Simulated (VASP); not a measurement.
Here is a VASP 6.6.1 calculation.

The input INCAR:

```
SYSTEM = CdSn2O3
ALGO = Normal ; EDIFF = 1E-6
ENCUT = 520 ; GGA = PE
ISIF = 2 ; ISMEAR = 0
LASPH = .TRUE. ; LCHARG = .FALSE.
LREAL = .FALSE. ; LWAVE = .FALSE.
NBANDS = 70 ; NELM = 60
PREC = Accurate ; SIGMA = 0.1
```

KPOINTS

```
k-points
0
G
  4 4 4
  0 0 0
```

The input POSCAR:

```
CdSn2O3
1.0
    5.0542687588     -2.9170292745      0.0069584518
    5.0542687588      2.9170292745      0.0069584518
   -0.0151283483      0.0000000000      7.5317323010
Cd Sn O
2 4 6
Direct
   -0.0012913848     -0.0012913848      0.1554044386
   -0.0007591158     -0.0007591158      0.5744240906
    0.6652907242      0.6652907242      0.8540059354
    0.6654874762      0.6654874762      0.2661604750
    0.3323590224      0.3323590224      0.6016306526
    0.3321692677      0.3321692677      0.1898009135
    0.5121962305      0.9718923815      0.0554735953
    0.4854070733      0.0261431286      0.3971929010
    0.9718923815      0.5121962305      0.0554735953
    0.0261431286      0.4854070733      0.3971929010
    0.5122194021      0.5122194021      0.0554779357
    0.4852759769      0.4852759769      0.3971984813
```

Potentials or basis: VASP PAW PBE potentials, release 64 (Cd, Sn_d, O).

The run is started by

```sh
$ cat potpaw_PBE.64/Cd/POTCAR potpaw_PBE.64/Sn_d/POTCAR potpaw_PBE.64/O/POTCAR > POTCAR
$ mpirun -np 1 vasp_std > vasp.out
```

(1) What does it give for the largest force?

(2) What does it give for the pressure?

Results:

(1) 0.074 eV/Å.

(2) 0.2 GPa.
